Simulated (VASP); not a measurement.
A run of VASP 6.6.1:

The input INCAR:

```
ALGO     = Normal         # electronic algorithm
EDIFF    = 1E-7           # SCF threshold, eV
ENCUT    = 520            # plane-wave cutoff, eV
GGA      = RE             # functional
ISIF     = 2              # what is computed and relaxed
ISMEAR   = -1             # smearing method
IVDW     = 13             # dispersion correction
LASPH    = True           # aspherical terms in the spheres
LCHARG   = False          # write CHGCAR
LREAL    = False          # projectors in reciprocal space
LWAVE    = False          # write WAVECAR
NBANDS   = 16             # bands
NELM     = 60             # most SCF steps
PREC     = Accurate       # precision mode
SIGMA    = 0.05           # smearing width, eV
```

File KPOINTS:

```
k-points
0
Gamma
  7 7 6
```

The input POSCAR:

```
Se
1.0
    3.9616787748      0.0000000000      0.0000000000
   -1.9808393874      3.4309144606      0.0000000000
    0.0000000000      0.0000000000      5.1515352019
Se
3
Direct
    0.7449493733      0.7449493733      0.0000000000
    0.0000000000      0.2550506267      0.6666666667
    0.2550506267      0.0000000000      0.3333333333
```

Potentials or basis: VASP PAW PBE potentials, release 64 (Se).

Command:

```bash
$ cat potpaw_PBE.64/Se/POTCAR > POTCAR
$ mpirun -np 1 vasp_std > vasp.out
```

Hardware: 1 thread of Intel Xeon 6975P-C (shared host).

Task: How long does it take, and how much memory?

Result: Run time: 42 s on 1 thread of Intel Xeon 6975P-C (shared host), peak memory 0.2 GiB. Counts: scf iterations 13, k points 40.
